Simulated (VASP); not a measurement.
**Ta: relaxation of cell and atoms with PBEsol**

The system is Ta.

```xyz
4
Lattice="4.1600 0.0000 0.0000 0.0000 4.1600 0.0000 0.0000 0.0000 4.1600" Properties=species:S:1:pos:R:3 pbc="T T T"
Ta    0.0000    0.0000    0.0000
Ta    0.0000    2.0800    2.0800
Ta    2.0800    0.0000    2.0800
Ta    2.0800    2.0800    0.0000
```

- Program: VASP 6.6.1
- Task: relaxation of cell and atoms
- Functional: PBEsol
- Potentials or basis: VASP PAW PBE potentials, release 64 (Ta_pv)
- Cutoff: 600 eV
- k mesh: 4 × 4 × 4
- Occupations: fermi-dirac, width 0.1 eV
- Spin: no spin polarisation
- Dipole correction: no
- Further INCAR settings: ALGO = Normal; EDIFF = 1e-06; IBRION = 2; EDIFFG = -0.01; NSW = 60; ISIF = 3

```yaml
Relaxed_volume: 18.34 Å³/atom
Relaxed_cell: a = 4.186 Å, b = 4.186 Å, c = 4.186 Å, α = 90.00°, β = 90.00°, γ = 90.00°
Space_group_after_relaxing_to_0.05_Å: Fm-3m (No. 225)
Energy_gained_by_relaxing: 3.7 meV/atom
Ionic_steps: 3
Pressure_after_relaxing: 0.0 GPa
Band_gap_on_the_k_mesh: zero (band 22 reaches 6.50 eV, above the bottom of band 23 at 4.57 eV)
```

The path:
| step | energy change (eV) | largest force (eV/Å) | pressure (GPa) | volume (Å³) |
| --- | --- | --- | --- | --- |
| 1 | 0.0000 | 0.0000 | 3.64 | 71.99 |
| 2 | 0.0556 | 0.0000 | -7.32 | 76.33 |
| 3 | -0.0149 | 0.0000 | -0.03 | 73.34 |

Final structure:
```
CELL_PARAMETERS angstrom
4.18586 0.00000 0.00000
0.00000 4.18586 0.00000
0.00000 0.00000 4.18586
ATOMIC_POSITIONS crystal
Ta 0.00000 0.00000 0.00000
Ta 0.00000 0.50000 0.50000
Ta 0.50000 0.00000 0.50000
Ta 0.50000 0.50000 0.00000
```

Levels at points of the mesh, in eV from the Fermi level:
| k point | band 18 | band 19 | band 20 | band 21 | band 22 | band 23 | band 24 | band 25 | band 26 |
| --- | --- | --- | --- | --- | --- | --- | --- | --- | --- |
| (0.00, 0.00, 0.00) | -3.43 | -3.43 | 0.46 | 0.46 | 0.46 | 3.08 | 3.08 | 3.08 | 3.54 |
| (0.50, 0.00, 0.00) | -1.88 | -1.15 | -1.15 | -1.15 | -1.15 | 0.72 | 0.72 | 2.03 | 2.03 |
| (0.50, 0.50, 0.00) | -1.19 | -1.19 | -1.19 | -0.96 | -0.96 | -0.96 | -0.96 | 1.79 | 1.79 |
| (0.50, 0.50, 0.50) | 0.21 | 0.21 | 0.21 | 0.21 | 0.21 | 0.21 | 0.21 | 0.82 | 0.82 |

Wall time 87 s on 1 thread of Intel Xeon 8259CL (shared host), peak memory 0.22 GiB.

Caveat: the k points lie up to 0.38 Å⁻¹ apart in the final cell; the PAW data sets were made with another functional, which shifts forces and pressure a little; spin-orbit coupling is left out, which moves the levels of the heavy elements.
